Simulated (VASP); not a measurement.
# TaN (F-43m) in VASP: notebook, part 2 of 2

VASP 6.6.1. The steps go on from the part before.

### 3 Single point, PBE

This run uses another cell than the first one, of 14.84 Å³/atom, 1.021 times its volume.

File INCAR:

```
SYSTEM = TaN
PREC     = Accurate       ! precision mode
ENCUT    = 520            ! plane-wave cutoff, eV
EDIFF    = 1E-7           ! SCF threshold, eV
ISMEAR   = -1             ! smearing method
SIGMA    = 0.05           ! smearing width, eV
LREAL    = .False.        ! projectors in reciprocal space
LASPH    = .True.         ! aspherical terms in the spheres
NELM     = 60             ! most SCF steps
ALGO     = Normal         ! electronic algorithm
ISIF     = 2              ! what is computed and relaxed
LWAVE    = .False.        ! write WAVECAR
LCHARG   = .False.        ! write CHGCAR
GGA      = PE             ! functional
NBANDS   = 15             ! bands
```

File KPOINTS:

```
Automatic mesh
0
Gamma
  9 9 9
  0 0 0
```

File POSCAR:

```
TaN
1.0
    0.0000000000      2.4574755378      2.4574755378
    2.4574755378      0.0000000000      2.4574755378
    2.4574755378      2.4574755378      0.0000000000
Ta N
1 1
Direct
    0.0000000000      0.0000000000      0.0000000000
    0.2500000000      0.2500000000      0.2500000000
```

Potentials or basis: VASP PAW PBE potentials, release 64 (Ta_pv, N).

The run is started by

```console
cat potpaw_PBE.64/Ta_pv/POTCAR potpaw_PBE.64/N/POTCAR > POTCAR
mpirun -np 1 vasp_std > vasp.out
```

OUTCAR:

```text
SYSTEM = TaN
   PREC = Accurate
   ENCUT = 520
   EDIFF = 1E-7
   ISMEAR = -1
   LREAL = .False.
   LASPH = .True.
   NELM = 60
   ISIF = 2
   GGA = PE

 ion  position               nearest neighbor table
   1  0.000  0.000  0.000-   2 2.13   2 2.13   2 2.13   2 2.13
   2  0.250  0.250  0.250-   1 2.13   1 2.13   1 2.13   1 2.13

  LATTYP: Found a face centered cubic cell.
 ALAT       =     4.9149510756

  Lattice vectors:

 A1 = (   0.0000000000,   2.4574755378,   2.4574755378)
 A2 = (   2.4574755378,   0.0000000000,   2.4574755378)
 A3 = (   2.4574755378,   2.4574755378,   0.0000000000)

Analysis of symmetry for initial positions (statically):
=====================================================================
 Subroutine PRICEL returns:
 Original cell was already a primitive cell.

 Routine SETGRP: Setting up the symmetry group for a
 face centered cubic supercell.

 Subroutine GETGRP returns: Found 24 space group operations
 (whereof 24 operations were pure point group operations)
 out of a pool of 48 trial point group operations.

The static configuration has the point symmetry T_d .

Analysis of symmetry for dynamics (positions and initial velocities):
=====================================================================
 Subroutine PRICEL returns:
 Original cell was already a primitive cell.

 Routine SETGRP: Setting up the symmetry group for a
 face centered cubic supercell.

 Subroutine GETGRP returns: Found 24 space group operations
 (whereof 24 operations were pure point group operations)
 out of a pool of 48 trial point group operations.

The dynamic configuration has the point symmetry T_d .

 Subroutine INISYM returns: Found 24 space group operations
 (whereof 24 operations are pure point group operations),
 and found     1 'primitive' translations

----------------------------------------------------------------------------------------

                                     Primitive cell

  volume of cell :      29.6823

  direct lattice vectors                    reciprocal lattice vectors
     0.000000000  2.457475538  2.457475538    -0.203460825  0.203460825  0.203460825
     2.457475538  0.000000000  2.457475538     0.203460825 -0.203460825  0.203460825
     2.457475538  2.457475538  0.000000000     0.203460825  0.203460825 -0.203460825

  length of vectors
     3.475395235  3.475395235  3.475395235     0.352404486  0.352404486  0.352404486

  position of ions in fractional coordinates (direct lattice)
     0.000000000  0.000000000  0.000000000
     0.250000000  0.250000000  0.250000000

  ion indices of the primitive-cell ions
   primitive index   ion index
                 1           1
                 2           2

----------------------------------------------------------------------------------------

 KPOINTS: Automatic mesh

Automatic generation of k-mesh.
 Grid dimensions read from file:
 generate k-points for:    9    9    9

 Generating k-lattice:

  Cartesian coordinates                     Fractional coordinates (reciprocal lattice)
    -0.022606758  0.022606758  0.022606758     0.111111111  0.000000000  0.000000000
     0.022606758 -0.022606758  0.022606758     0.000000000  0.111111111  0.000000000
     0.022606758  0.022606758 -0.022606758     0.000000000  0.000000000  0.111111111

  Length of vectors
     0.039156054  0.039156054  0.039156054

  Shift w.r.t. Gamma in fractional coordinates (k-lattice)
     0.000000000  0.000000000  0.000000000

 Subroutine IBZKPT returns following result:
 ===========================================

 Found     35 irreducible k-points:

 Following reciprocal coordinates:
            Coordinates               Weight
  0.000000  0.000000  0.000000      1.000000
  0.111111  0.000000  0.000000      8.000000
  0.222222  0.000000  0.000000      8.000000
  0.333333  0.000000  0.000000      8.000000
  0.444444  0.000000  0.000000      8.000000
  0.111111  0.111111  0.000000      6.000000
[... 16 lines left out ...]
 -0.333333  0.333333  0.000000     12.000000
  0.444444  0.444444  0.000000      6.000000
 [... further k-points ...]
   k-points           NKPTS =     35   k-points in BZ     NKDIM =     35   number of bands    NBANDS=     15
   number of dos      NEDOS =    301   number of ions     NIONS =      2
   total plane-waves  NPLWV =  21952
   dimension x,y,z NGX =    28 NGY =   28 NGZ =   28
   dimension x,y,z NGXF=    56 NGYF=   56 NGZF=   56
   ions per type =               1   1
   NGX,Y,Z   is equivalent  to a cutoff of  13.39, 13.39, 13.39 a.u.
   NGXF,Y,Z  is equivalent  to a cutoff of  26.79, 26.79, 26.79 a.u.
 SYSTEM =  TaN
   PREC   = accura    normal or accurate (medium, high low for compatibility)
   ISTART =      0    job   : 0-new  1-cont  2-samecut
   ICHARG =      2    charge: 1-file 2-atom 10-const
   ISPIN  =      1    spin polarized calculation?
   LNONCOLLINEAR =      F non collinear calculations
   LSORBIT =      F    spin-orbit coupling
   LASPH  =      T    aspherical Exc in radial PAW
   ENCUT  =  520.0 eV  38.22 Ry    6.18 a.u.   6.46  6.46  6.46*2*pi/ulx,y,z
   NELM   =     60;   NELMIN=  2; NELMDL= -5     # of ELM steps
   EDIFF  = 0.1E-06   stopping-criterion for ELM
   LREAL  =      F    real-space projection
   EDIFFG = 0.1E-05   stopping-criterion for IOM
   NSW    =      0    number of steps for IOM
   IBRION =     -1    ionic relax: 0-MD 1-quasi-New 2-CG
   NFREE  =      0    steps in history (QN), initial steepest desc. (CG)
   ISIF   =      2    stress and relaxation
   ISYM   =      2    0-nonsym 1-usesym 2-fastsym
   POTIM  = 0.5000    time-step for ionic-motion
   TEBEG  =    0.0;   TEEND  =   0.0 temperature during run
   PSTRESS=    0.0 pullay stress
   NELECT =      16.0000    total number of electrons
   NUPDOWN=      -1.0000    fix difference up-down
   EMIN   =  10.00;   EMAX   =-10.00  energy-range for DOS
   EFERMI =   0.00;   METHOD = LEGACY
   ISMEAR =    -1;   SIGMA  =   0.05  broadening in eV -4-tet -1-fermi 0-gaus
   EFERMI_NEDOS =   21; number of points for ismear=-14 and -15
   IALGO  =     38    algorithm
   IMIX   =      4    mixing-type and parameters
     AMIX     =   0.40;   BMIX     =  1.00
     AMIX_MAG =   1.60;   BMIX_MAG =  1.00
  volume/ion in A,a.u.               =      14.84       100.15
  Fermi-wavevector in a.u.,A,eV,Ry     =   1.332342  2.517761 24.152170  1.775134
  Thomas-Fermi vector in A             =   2.461284
   LORBIT       =      0    0 simple, 1 ext, 2 COOP (PROOUT), +10 PAW based schemes
   GGA     = PE    functional components
[... 5 lines left out ...]
 non-spin polarized calculation
  energy-cutoff  :      520.00
  volume of cell :       29.68
 maximum number of plane-waves:       821
 NGX is ok and might be reduce to    28
   NGX = 13   NGY = 13   NGZ = 13

 number of electron      16.0000001 magnetization

 Free energy of the ion-electron system (eV)
  ---------------------------------------------------
  ext. energy  EPLUGINS =         0.00000000
  ---------------------------------------------------
  free energy    TOTEN  =       -21.34221642 eV

  energy without entropy =      -21.32980718  energy(sigma->0) =      -21.33601180

 E-fermi :   5.8986     XC(G=0): -11.4393

 val. band max:        5.8680738574   @ k =  -0.2222   0.3333   0.1111
 cond. band min:       5.9396798491   @ k =  -0.3333   0.2222   0.0000
 fundamental gap:      0.0716059918
 Fermi energy:         5.8986123217

 k-point     1 :       0.0000    0.0000    0.0000
  band No.  band energies     occupation
      1     -29.9342      2.00000
      2     -29.9342      2.00000
      3     -29.9342      2.00000
      4     -10.9442      2.00000
      5      -0.4080      2.00000
      6      -0.4080      2.00000
      7      -0.4080      2.00000
      8       4.6424      2.00000
      9       6.3161      0.00047
     10       6.3161      0.00047
     11      11.0240      0.00000
     12      11.0240      0.00000
     13      11.0240      0.00000
     14      18.2663      0.00000
     15      18.2663      0.00000
[... 397 lines left out ...]
 k-point    24 :       0.4444    0.4444    0.0000
  band No.  band energies     occupation
      1     -30.2057      2.00000
      2     -30.0307      2.00000
      3     -30.0307      2.00000
      4      -9.6753      2.00000
      5      -1.7214      2.00000
      6       1.3206      2.00000
      7       1.3206      2.00000
      8       3.7376      2.00000
      9       6.9345      0.00000
     10       7.7206      0.00000
     11       8.7139      0.00000
     12       8.7139      0.00000
     13      13.3844      0.00000
     14      16.0698      0.00000
     15      18.0582      0.00000

 [... further k-points ...]
[... 5 lines left out ...]
  --------------------------------------------------------------------------------------
  -------------------------------------------------------------------------------------
  Total       -3.5946004     -3.5946004     -3.5946004      0.0000000     -0.0000000      0.0000000
  in kB     -194.0276388   -194.0276388   -194.0276388      0.0000000     -0.0000000      0.0000000
  external PRESSURE =    -194.0276388 kB  Pullay stress =       0.0000000 kB

 VOLUME and BASIS-vectors are now :
 -----------------------------------------------------------------------------
  energy-cutoff  :      520.00
  volume of cell :       29.68
      direct lattice vectors                 reciprocal lattice vectors
     0.000000000  2.457475538  2.457475538    -0.203460825  0.203460825  0.203460825
     2.457475538  0.000000000  2.457475538     0.203460825 -0.203460825  0.203460825
     2.457475538  2.457475538  0.000000000     0.203460825  0.203460825 -0.203460825

 POSITION                                       TOTAL-FORCE (eV/Angst)
 -----------------------------------------------------------------------------------
      0.00000      0.00000      0.00000        -0.000000     -0.000000     -0.000000
      1.22874      1.22874      1.22874         0.000000      0.000000      0.000000
 -----------------------------------------------------------------------------------
    total drift:                               -0.000000     -0.000000     -0.000000

  FREE ENERGIE OF THE ION-ELECTRON SYSTEM (eV)
  ---------------------------------------------------
  free  energy   TOTEN  =       -21.3422164234 eV

  energy  without entropy=      -21.3298071814  energy(sigma->0) =      -21.33601180
```

It took 18 s on 1 thread of AMD EPYC 7R43 (Zen 3), shared host; peak memory 0.13 GiB.

What came out:

```yaml
Free_energy: -21.3422 eV
Pressure: -19.4 GPa
Band_gap_on_the_k_mesh: zero (band 8 reaches 6.36 eV, above the bottom of band 9 at 5.83 eV)
```

Levels at points of the mesh, in eV from the Fermi level:
| k point | band 5 | band 6 | band 7 | band 8 | band 9 | band 10 | band 11 | band 12 |
| --- | --- | --- | --- | --- | --- | --- | --- | --- |
| (0.00, 0.00, 0.00) | -6.31 | -6.31 | -6.31 | -1.26 | 0.42 | 0.42 | 5.13 | 5.13 |

Caveat: spin-orbit coupling is left out, which moves the levels of the heavy elements.

### 4 Single point, PBE

This run uses another cell than the first one, of 15.15 Å³/atom, 1.043 times its volume.

File INCAR:

```
  ALGO = Normal
  EDIFF = 1E-7
  ENCUT = 520
  GGA = PE
  ISIF = 2
  ISMEAR = -1
  LASPH = T
  LCHARG = T
  LELF = T
  LREAL = F
  LVHAR = T
  LWAVE = F
  NBANDS = 15
  NELM = 60
  PREC = Accurate
  SIGMA = 0.05
```

File KPOINTS:

```
k-points
0
Gamma
  9 9 9
```

File POSCAR:

```
TaN
1.0
    0.0000000000      2.4744241805      2.4744241805
    2.4744241805      0.0000000000      2.4744241805
    2.4744241805      2.4744241805      0.0000000000
Ta N
1 1
Direct
    0.0000000000      0.0000000000      0.0000000000
    0.2500000000      0.2500000000      0.2500000000
```

The run is started by

```console
cat potpaw_PBE.64/Ta_pv/POTCAR potpaw_PBE.64/N/POTCAR > POTCAR
mpirun -np 1 vasp_std > vasp.out
```

Run time: 20 s. Hardware: 1 thread of AMD EPYC 7R43 (Zen 3), shared host; peak memory 0.12 GiB.

The run converged. Its results:

- Free energy: -21.2615 eV
- Pressure: -22.5 GPa
- Band gap on the k mesh: zero (band 8 reaches 6.15 eV, above the bottom of band 9 at 5.65 eV)

Levels at points of the mesh, in eV from the Fermi level:
| k point | band 5 | band 6 | band 7 | band 8 | band 9 | band 10 | band 11 | band 12 |
| --- | --- | --- | --- | --- | --- | --- | --- | --- |
| (0.00, 0.00, 0.00) | -6.18 | -6.18 | -6.18 | -1.28 | 0.40 | 0.40 | 5.01 | 5.01 |

Caveat: spin-orbit coupling is left out, which moves the levels of the heavy elements.

### 5 The runs side by side

```csv
cell,gap on the mesh (eV),pressure (GPa)
"a = 3.451 Å, angles 60.0°, 2 atoms",none,-15.9
"a = 3.475 Å, angles 60.0°, 2 atoms",none,-19.4
"a = 3.499 Å, angles 60.0°, 2 atoms",none,-22.5
```

Alike in all rows: task single point; level PBE; potentials or basis VASP PAW PBE potentials, release 64 (Ta_pv, N); no spin polarisation; k mesh 9 × 9 × 9; cutoff (eV) 520; smearing fermi-dirac 0.05 eV.

Caveats: spin-orbit coupling is left out, which moves the levels of the heavy elements.

Absolute energies hang on the potentials; compare differences alone.
